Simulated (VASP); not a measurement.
BN (sol2): single point with PBEsol

The system is BN (sol2).

```
B N
1.0
     2.56597    0.00000    0.00000
    -1.28298    2.22219    0.00000
     0.00000    0.00000    4.19972
B N
2 2
Cartesian
  0.0000 1.4815 -0.0016
  1.2830 0.7407 2.0983
  0.0000 1.4815 1.5722
  1.2830 0.7407 3.6721
```

This cell differs from its parent crystal: strained cell.

- Program: VASP 6.6.1
- Task: single point
- Functional: PBEsol
- Potentials or basis: VASP PAW PBE potentials, release 64 (B, N)
- Cutoff: 520 eV
- k mesh: 9 × 9 × 6
- Occupations: gaussian, width 0.02 eV
- Spin: no spin polarisation
- Dipole correction: no
- Further INCAR settings: ALGO = Normal; EDIFF = 1e-06; NBANDS = 16

```yaml
Pressure: -6.3 GPa
Band_gap_on_the_k_mesh: 5.03 eV, indirect (least direct gap 8.07 eV)
```

Stress tensor (GPa, compression positive):
```
-9.62  0.00  0.00
 0.00 -9.62  0.00
 0.00  0.00  0.25
```

Levels at points of the mesh, in eV from the valence-band top:
```tsv
k point	band 6	band 7	band 8	band 9	band 10	band 11
(0.00, 0.00, 0.00)	-0.23	0.00	0.00	8.17	8.17	8.80
(0.00, 0.00, 0.50)	-1.21	-1.21	-1.21	9.16	9.16	9.73
```

Run time: 6.3 s on 1 thread of Intel(R) Xeon(R) 6975P-C (Granite Rapids), with other jobs on the host, peak memory 0.13 GiB.

Caveat: the cell differs from its parent crystal (strained cell); the PAW data sets were made with another functional, which shifts forces and pressure a little. A k mesh can miss the band edges.
